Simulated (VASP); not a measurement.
# ScAl3 (P4/mmm) in VASP: further runs

Runs on ScAl3. Level: PBEsol. Tasks: single point.

Everything below comes from runs of VASP 6.6.1. Logs are shortened: lines on timing, memory, paths and dates and some standing lists are left out, and cuts for length are marked.

### Step 1. The cell of the first run

The structure is tetragonal, space group P4/mmm (No. 123). Conventional cell: a = 3.746 Å, b = 3.746 Å, c = 4.071 Å, α = 90.00°, β = 90.00°, γ = 90.00°. Sc (site symmetry 4/mmm) has 12 Al at 2.65 to 2.77 Å within 3.5 Å. Al (site symmetry mmm) has 8 Al at 2.65 to 2.77 Å and 4 Sc at 2.77 Å within 3.5 Å. Within 3.5 Å of Al (site symmetry 4/mmm) lie 4 Sc at 2.65 Å and 8 Al at 2.77 Å.

### Step 2. Single point, PBEsol (strain -0.080 along x and y, +0.000 along z)

INCAR reads:

```
PREC = Accurate ; ENCUT = 520
EDIFF = 1E-6 ; ISMEAR = 0
SIGMA = 0.15 ; LREAL = False
LASPH = True ; NELM = 60
ALGO = Fast ; ISIF = 2
LWAVE = False ; LCHARG = False
GGA = PS ; NBANDS = 18
```

KPOINTS reads:

```
Automatic mesh
0
Gamma
  12 12 12
```

POSCAR reads:

```
ScAl3
1.0
    3.7455947268      0.0000000000      0.0000000000
    0.0000000000      3.7455947268      0.0000000000
    0.0000000000      0.0000000000      4.0712986161
Sc Al
1 3
Direct
    0.0000000000      0.0000000000      0.0000000000
    0.5000000000      0.0000000000      0.5000000000
    0.0000000000      0.5000000000      0.5000000000
    0.5000000000      0.5000000000      0.0000000000
```

Potentials or basis: VASP PAW PBE potentials, release 64 (Sc_sv, Al).

Launch:

```
$ cat potpaw_PBE.64/Sc_sv/POTCAR potpaw_PBE.64/Al/POTCAR > POTCAR
$ mpirun -np 1 vasp_std > vasp.out
```

OUTCAR:

```text
PREC = Accurate
   ENCUT = 520
   EDIFF = 1E-6
   ISMEAR = 0
   LREAL = False
   LASPH = True
   NELM = 60
   ISIF = 2
   GGA = PS

 ion  position               nearest neighbor table
   1  0.000  0.000  0.000-   4 2.65   4 2.65   4 2.65   4 2.65   3 2.77   3 2.77   3 2.77   3 2.77
                             2 2.77   2 2.77   2 2.77   2 2.77
   2  0.500  0.000  0.500-   3 2.65   3 2.65   3 2.65   3 2.65   4 2.77   1 2.77   4 2.77   4 2.77
                             1 2.77   4 2.77   1 2.77   1 2.77
   3  0.000  0.500  0.500-   2 2.65   2 2.65   2 2.65   2 2.65   4 2.77   1 2.77   1 2.77   1 2.77
                             4 2.77   4 2.77   4 2.77   1 2.77
   4  0.500  0.500  0.000-   1 2.65   1 2.65   1 2.65   1 2.65   3 2.77   2 2.77   2 2.77   2 2.77
                             3 2.77   3 2.77   3 2.77   2 2.77

  LATTYP: Found a simple tetragonal cell.
 ALAT       =     3.7455947268
 C/A-ratio  =     1.0869565217

  Lattice vectors:

 A1 = (   3.7455947268,   0.0000000000,   0.0000000000)
 A2 = (   0.0000000000,   3.7455947268,   0.0000000000)
 A3 = (   0.0000000000,   0.0000000000,   4.0712986161)

Analysis of symmetry for initial positions (statically):
=====================================================================
 Subroutine PRICEL returns:
 Original cell was already a primitive cell.

 Routine SETGRP: Setting up the symmetry group for a
 simple tetragonal supercell.

 Subroutine GETGRP returns: Found 16 space group operations
 (whereof 16 operations were pure point group operations)
 out of a pool of 16 trial point group operations.

The static configuration has the point symmetry D_4h.

Analysis of symmetry for dynamics (positions and initial velocities):
=====================================================================
 Subroutine PRICEL returns:
 Original cell was already a primitive cell.

 Routine SETGRP: Setting up the symmetry group for a
 simple tetragonal supercell.

 Subroutine GETGRP returns: Found 16 space group operations
 (whereof 16 operations were pure point group operations)
 out of a pool of 16 trial point group operations.

The dynamic configuration has the point symmetry D_4h.

 Subroutine INISYM returns: Found 16 space group operations
 (whereof 16 operations are pure point group operations),
 and found     1 'primitive' translations

----------------------------------------------------------------------------------------

                                     Primitive cell

  volume of cell :      57.1182

  direct lattice vectors                    reciprocal lattice vectors
     3.745594727  0.000000000  0.000000000     0.266980299  0.000000000  0.000000000
     0.000000000  3.745594727  0.000000000     0.000000000  0.266980299  0.000000000
     0.000000000  0.000000000  4.071298616     0.000000000  0.000000000  0.245621875

  length of vectors
     3.745594727  3.745594727  4.071298616     0.266980299  0.266980299  0.245621875

  position of ions in fractional coordinates (direct lattice)
     0.000000000  0.000000000  0.000000000
     0.500000000  0.000000000  0.500000000
     0.000000000  0.500000000  0.500000000
     0.500000000  0.500000000  0.000000000

  ion indices of the primitive-cell ions
   primitive index   ion index
                 1           1
                 2           2
                 3           3
                 4           4

----------------------------------------------------------------------------------------

 KPOINTS: Automatic mesh

Automatic generation of k-mesh.
 Grid dimensions read from file:
 generate k-points for:   12   12   12

 Generating k-lattice:

  Cartesian coordinates                     Fractional coordinates (reciprocal lattice)
     0.022248358  0.000000000  0.000000000     0.083333333  0.000000000  0.000000000
     0.000000000  0.022248358  0.000000000     0.000000000  0.083333333  0.000000000
     0.000000000  0.000000000  0.020468490     0.000000000  0.000000000  0.083333333

  Length of vectors
     0.022248358  0.022248358  0.020468490

  Shift w.r.t. Gamma in fractional coordinates (k-lattice)
     0.000000000  0.000000000  0.000000000

 Subroutine IBZKPT returns following result:
 ===========================================

 Found    196 irreducible k-points:

 Following reciprocal coordinates:
            Coordinates               Weight
  0.000000  0.000000  0.000000      1.000000
  0.083333  0.000000  0.000000      4.000000
  0.166667  0.000000  0.000000      4.000000
  0.250000  0.000000  0.000000      4.000000
  0.333333  0.000000  0.000000      4.000000
  0.416667  0.000000  0.000000      4.000000
[... 16 lines left out ...]
  0.333333  0.333333  0.000000      4.000000
  0.416667  0.333333  0.000000      8.000000
 [... further k-points ...]
   k-points           NKPTS =    196   k-points in BZ     NKDIM =    196   number of bands    NBANDS=     18
   number of dos      NEDOS =    301   number of ions     NIONS =      4
   total plane-waves  NPLWV =  23520
   dimension x,y,z NGX =    28 NGY =   28 NGZ =   30
   dimension x,y,z NGXF=    56 NGYF=   56 NGZF=   60
   ions per type =               1   3
   NGX,Y,Z   is equivalent  to a cutoff of  12.43, 12.43, 12.25 a.u.
   NGXF,Y,Z  is equivalent  to a cutoff of  24.86, 24.86, 24.50 a.u.
 SYSTEM =  unknown system
   PREC   = accura    normal or accurate (medium, high low for compatibility)
   ISTART =      0    job   : 0-new  1-cont  2-samecut
   ICHARG =      2    charge: 1-file 2-atom 10-const
   ISPIN  =      1    spin polarized calculation?
   LNONCOLLINEAR =      F non collinear calculations
   LSORBIT =      F    spin-orbit coupling
   LASPH  =      T    aspherical Exc in radial PAW
   ENCUT  =  520.0 eV  38.22 Ry    6.18 a.u.   6.96  6.96  7.57*2*pi/ulx,y,z
   NELM   =     60;   NELMIN=  2; NELMDL= -5     # of ELM steps
   EDIFF  = 0.1E-05   stopping-criterion for ELM
   LREAL  =      F    real-space projection
   EDIFFG = 0.1E-04   stopping-criterion for IOM
   NSW    =      0    number of steps for IOM
   IBRION =     -1    ionic relax: 0-MD 1-quasi-New 2-CG
   NFREE  =      0    steps in history (QN), initial steepest desc. (CG)
   ISIF   =      2    stress and relaxation
   ISYM   =      2    0-nonsym 1-usesym 2-fastsym
   POTIM  = 0.5000    time-step for ionic-motion
   TEBEG  =    0.0;   TEEND  =   0.0 temperature during run
   PSTRESS=    0.0 pullay stress
   NELECT =      20.0000    total number of electrons
   NUPDOWN=      -1.0000    fix difference up-down
   EMIN   =  10.00;   EMAX   =-10.00  energy-range for DOS
   EFERMI =   0.00;   METHOD = LEGACY
   ISMEAR =     0;   SIGMA  =   0.15  broadening in eV -4-tet -1-fermi 0-gaus
   EFERMI_NEDOS =   21; number of points for ismear=-14 and -15
   IALGO  =     68    algorithm
   IMIX   =      4    mixing-type and parameters
     AMIX     =   0.40;   BMIX     =  1.00
     AMIX_MAG =   1.60;   BMIX_MAG =  1.00
  volume/ion in A,a.u.               =      14.28        96.36
  Fermi-wavevector in a.u.,A,eV,Ry     =   1.153878  2.180514 18.115273  1.331435
  Thomas-Fermi vector in A             =   2.290519
   LORBIT       =      0    0 simple, 1 ext, 2 COOP (PROOUT), +10 PAW based schemes
   GGA     = PS    functional components
   LHFCALC =     F    Hartree Fock is set to
   AEXX    =    0.0000 exact exchange contribution
   IVDW    =     0    specifies the selected vdW correction
   LEPSILON=     F    determine dielectric tensor
   LRPA    =     F    only Hartree local field effects (RPA)
 non-spin polarized calculation
 RMM-DIIS sequential band-by-band and
 Gauss-broadening in eV      SIGMA  =   0.15
  energy-cutoff  :      520.00
  volume of cell :       57.12
 maximum number of plane-waves:      1566
 NGX is ok and might be reduce to    28
   NGX = 13   NGY = 13   NGZ = 15

 number of electron      20.0000002 magnetization

 Free energy of the ion-electron system (eV)
  ---------------------------------------------------
  ext. energy  EPLUGINS =         0.00000000
  ---------------------------------------------------
  free energy    TOTEN  =       -19.96934539 eV

  energy without entropy =      -19.95377062  energy(sigma->0) =      -19.96155801

 E-fermi :   8.8754     XC(G=0): -11.2211

 val. band max:        8.8729438754   @ k =   0.3333   0.0833   0.1667
 cond. band min:       8.8839989835   @ k =   0.1667   0.0833   0.5000
 fundamental gap:      0.0110551081
 Fermi energy:         8.8754068833

 k-point     1 :       0.0000    0.0000    0.0000
  band No.  band energies     occupation
      1     -39.2282      2.00000
      2     -18.1438      2.00000
      3     -18.0873      2.00000
      4     -18.0873      2.00000
      5      -2.0608      2.00000
      6       5.5553      2.00000
[... 10 lines left out ...]
     17      15.2104      0.00000
     18      15.2698      0.00000

 k-point     2 :       0.0833    0.0000    0.0000
  band No.  band energies     occupation
      1     -39.2279      2.00000
      2     -18.1432      2.00000
      3     -18.0939      2.00000
      4     -18.0868      2.00000
      5      -1.9820      2.00000
      6       5.4816      2.00000
[... 10 lines left out ...]
     17      15.3637      0.00000
     18      15.4428      0.00000

 k-point     3 :       0.1667    0.0000    0.0000
  band No.  band energies     occupation
      1     -39.2269      2.00000
      2     -18.1416      2.00000
      3     -18.1117      2.00000
      4     -18.0855      2.00000
      5      -1.7477      2.00000
      6       4.7393      2.00000
[... 10 lines left out ...]
     17      15.5773      0.00000
     18      15.7594      0.00000

 k-point     4 :       0.2500    0.0000    0.0000
  band No.  band energies     occupation
      1     -39.2256      2.00000
      2     -18.1395      2.00000
      3     -18.1361      2.00000
      4     -18.0837      2.00000
      5      -1.3644      2.00000
      6       3.6768      2.00000
[... 375 lines left out ...]
      4     -18.1244      2.00000
      5       0.7598      2.00000
      6       1.7643      2.00000
[... 10 lines left out ...]
     17      15.0669      0.00000
     18      15.3306      0.00000

 k-point    23 :       0.3333    0.3333    0.0000
  band No.  band energies     occupation
      1     -39.2206      2.00000
      2     -18.1516      2.00000
      3     -18.1481      2.00000
      4     -18.1310      2.00000
      5       0.2415      2.00000
      6       3.4134      2.00000
[... 10 lines left out ...]
     17      13.9414      0.00000
     18      16.5008      0.00000

 k-point    24 :       0.4167    0.3333    0.0000
  band No.  band energies     occupation
      1     -39.2197      2.00000
      2     -18.1663      2.00000
      3     -18.1473      2.00000
      4     -18.1295      2.00000
      5       0.7700      2.00000
      6       2.7204      2.00000
[... 10 lines left out ...]
     17      14.0531      0.00000
     18      16.2420      0.00000

 [... further k-points ...]
[... 5 lines left out ...]
  --------------------------------------------------------------------------------------
  -------------------------------------------------------------------------------------
  Total       10.1341530     10.1341530      3.4452293      0.0000000     -0.0000000      0.0000000
  in kB      284.2650786    284.2650786     96.6393906      0.0000000     -0.0000000      0.0000000
  external PRESSURE =     221.7231826 kB  Pullay stress =       0.0000000 kB

 VOLUME and BASIS-vectors are now :
 -----------------------------------------------------------------------------
  energy-cutoff  :      520.00
  volume of cell :       57.12
      direct lattice vectors                 reciprocal lattice vectors
     3.745594727  0.000000000  0.000000000     0.266980299  0.000000000  0.000000000
     0.000000000  3.745594727  0.000000000     0.000000000  0.266980299  0.000000000
     0.000000000  0.000000000  4.071298616     0.000000000  0.000000000  0.245621875

 POSITION                                       TOTAL-FORCE (eV/Angst)
 -----------------------------------------------------------------------------------
      0.00000      0.00000      0.00000         0.000000      0.000000      0.000000
      1.87280      0.00000      2.03565         0.000000      0.000000      0.000000
      0.00000      1.87280      2.03565         0.000000      0.000000      0.000000
      1.87280      1.87280      0.00000         0.000000      0.000000      0.000000
 -----------------------------------------------------------------------------------
    total drift:                               -0.000000     -0.000000     -0.000000

  FREE ENERGIE OF THE ION-ELECTRON SYSTEM (eV)
  ---------------------------------------------------
  free  energy   TOTEN  =       -19.9693453888 eV

  energy  without entropy=      -19.9537706217  energy(sigma->0) =      -19.96155801
```

Wall time 3 min (1 thread of AMD EPYC 7R43 (Zen 3), shared host); peak memory 0.26 GiB.

What came out:

* Free energy: -19.9693 eV
* Pressure: 22.2 GPa
* Band gap on the k mesh: zero (band 10 reaches 10.28 eV, above the bottom of band 11 at 6.03 eV)

Caveat: the cell differs from its parent crystal (strain -0.080 along x and y, +0.000 along z); the PAW data sets were made with another functional, which shifts forces and pressure a little.

(Continued in part 2 of 2.)
